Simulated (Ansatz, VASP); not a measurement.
# Rb: VASP beside Ansatz

The input POSCAR:

```
Rb
1.0
   -2.8060000000      2.8060000000      2.8060000000
    2.8060000000     -2.8060000000      2.8060000000
    2.8060000000      2.8060000000     -2.8060000000
Rb
1
Direct
    0.0000000000      0.0000000000      0.0000000000
```

INCAR.step1

```
SYSTEM = Rb
  ALGO = Normal
  EDIFF = 1E-4
  ENCUT = 520
  GGA = PE
  ISMEAR = 0
  LASPH = .True.
  LCHARG = .False.
  LREAL = .False.
  LWAVE = .True.
  NBANDS = 10
  NELM = 60
  PREC = Accurate
  SIGMA = 0.1
```

The input INCAR.step2:

```
SYSTEM = Rb
  ALGO = Normal
  EDIFF = 1E-6
  ENCUT = 520
  ISIF = 2
  ISMEAR = 0
  ISTART = 1
  LASPH = .True.
  LCHARG = .False.
  LMIXTAU = .True.
  LREAL = .False.
  LWAVE = .False.
  METAGGA = R2SCAN
  NBANDS = 10
  NELM = 60
  PREC = Accurate
  SIGMA = 0.1
```

The input KPOINTS:

```
k-points
0
Gamma
  4 4 4
  0 0 0
```

Input for Ansatz:

```yaml
crystal:
  lattice:
    - [-2.806, 2.806, 2.806]
    - [2.806, -2.806, 2.806]
    - [2.806, 2.806, -2.806]
  atoms:
    - { symbol: Rb, position: [0.0, 0.0, 0.0] }
basis:
  ecutwfc: 500
kpoints:
  mp_grid: { grid: [4, 4, 4] }
hamiltonian:
  xc: r2scan
scf:
  occupations: { method: gaussian, width: 0.1 }
  lower_state_search: "off"
output:
  forces: true
  stress: true
  eigenvalues: true
```

Alike in both runs: task single point; functional r2SCAN; k mesh 4 × 4 × 4; occupations gaussian, width 0.1 eV; no spin polarisation.

|  | VASP | Ansatz |
| --- | --- | --- |
| version | VASP 6.6.1 | Ansatz 0.2.0 |
| potentials or method | VASP PAW PBE potentials, release 64 (Rb_sv), cutoff 520 eV | scalar-relativistic, plane waves, PAW |
| valence electrons in the cell | 9 | 9 |

|  | VASP | Ansatz | Ansatz less VASP |
| --- | --- | --- | --- |
| gap on the k mesh at the Fermi level (eV) | none | none | - |
| pressure (GPa) | 0.3 | 0.3 | -0.01 |

VASP's potentials were made for PBE, not for r2SCAN. A gap of «none» marks a metal or a gap that the smearing closes. With one functional, cell and mesh, what is left measures potentials, basis and numerics.

The k mesh is coarse, so the values compare programs but aren't converged.
